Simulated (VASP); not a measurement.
Set up this calculation in VASP 6.6.1, as the native input.

```
Task                   : single point
Functional             : PBE
Potentials or basis    : VASP PAW PBE potentials, release 64 (Ga_d, N)
Cutoff                 : 520 eV
k mesh                 : 6 × 6 × 6
Occupations            : gaussian, width 0.05 eV
Spin                   : no spin polarisation
Dipole correction      : no
Further INCAR settings : ALGO = Normal; EDIFF = 1e-07; NBANDS = 46
```

The structure of GaN lies in POSCAR:

```
GaN
1.0
    4.5070012150      0.0000000000      0.0000000000
    0.0000000000     -4.5070012150      0.0000000000
    0.0000000000      0.0000000000     -4.5070012150
Ga N
4 4
Direct
    0.0000000000      0.5000000000      0.5000000000
    0.5000000000      0.0000000000      0.5000000000
    0.5000000000      0.5000000000      0.0000000000
    0.0000000000      0.0000000000      0.0000000000
    0.7500000000      0.7500000000      0.7500000000
    0.2500000000      0.2500000000      0.7500000000
    0.2500000000      0.7500000000      0.2500000000
    0.7500000000      0.2500000000      0.2500000000
```

The input as run:

INCAR

```
SYSTEM = GaN
  ALGO = Normal
  EDIFF = 1E-7
  ENCUT = 520
  GGA = PE
  ISIF = 2
  ISMEAR = 0
  LASPH = .True.
  LCHARG = .False.
  LREAL = .False.
  LWAVE = .False.
  NBANDS = 46
  NELM = 100
  PREC = Accurate
  SIGMA = 0.05
```

KPOINTS

```
k-points
0
Gamma
  6 6 6
  0 0 0
```

Potentials or basis: VASP PAW PBE potentials, release 64 (Ga_d, N).

Command:

```console
$ cat potpaw_PBE.64/Ga_d/POTCAR potpaw_PBE.64/N/POTCAR > POTCAR
$ mpirun -np 1 vasp_std > vasp.out
```

It gave:

```yaml
Pressure: 5.1 GPa
Band_gap_on_the_k_mesh: 1.72 eV
```

It took 82 s on 1 thread of Intel Xeon 6975P-C, with other jobs on the host, peak memory 0.23 GiB.
